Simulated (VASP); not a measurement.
Here is a VASP 6.6.1 calculation.

Contents of INCAR:

```
SYSTEM = MgF
PREC = Accurate
ENCUT = 520
EDIFF = 1E-6
ISMEAR = 0
SIGMA = 0.1
LREAL = .FALSE.
LASPH = .TRUE.
NELM = 60
ALGO = Normal
ISIF = 2
LWAVE = .FALSE.
LCHARG = .FALSE.
GGA = PS
NBANDS = 17
```

File KPOINTS:

```
Automatic mesh
0
G
  18 18 18
  0 0 0
```

POSCAR

```
MgF
1.0
   -1.5655332495      1.5655332495      5.6216462003
    1.5655332495     -1.5655332495      5.6216462003
    1.5655332495      1.5655332495     -5.6216462003
Mg F
2 2
Direct
    0.1257208792      0.1257208792      0.0000000000
    0.8742791208      0.8742791208      0.0000000000
    0.3118221149      0.3118221149      0.0000000000
    0.6881778851      0.6881778851      0.0000000000
```

Potentials or basis: VASP PAW PBE potentials, release 64 (Mg, F).

Command:

```bash
$ cat potpaw_PBE.64/Mg/POTCAR potpaw_PBE.64/F/POTCAR > POTCAR
$ mpirun -np 1 vasp_std > vasp.out
```

Problem. What does it give for the largest force?

Solution. 0.013 eV/Å.

Problem. Estimate the band gap on the k mesh.

Solution. Zero (bands 9 and 10 overlap by 2.68 eV).

Problem. Predict the pressure.

Solution. -0.5 GPa.

Forces in eV/Å, atoms in the order of the input:
```
Mg   0.000  0.000  0.013
Mg   0.000  0.000 -0.013
F    0.000  0.000 -0.010
F    0.000  0.000  0.010
```

Caveat: the PAW data sets were made with another functional, which shifts forces and pressure a little.
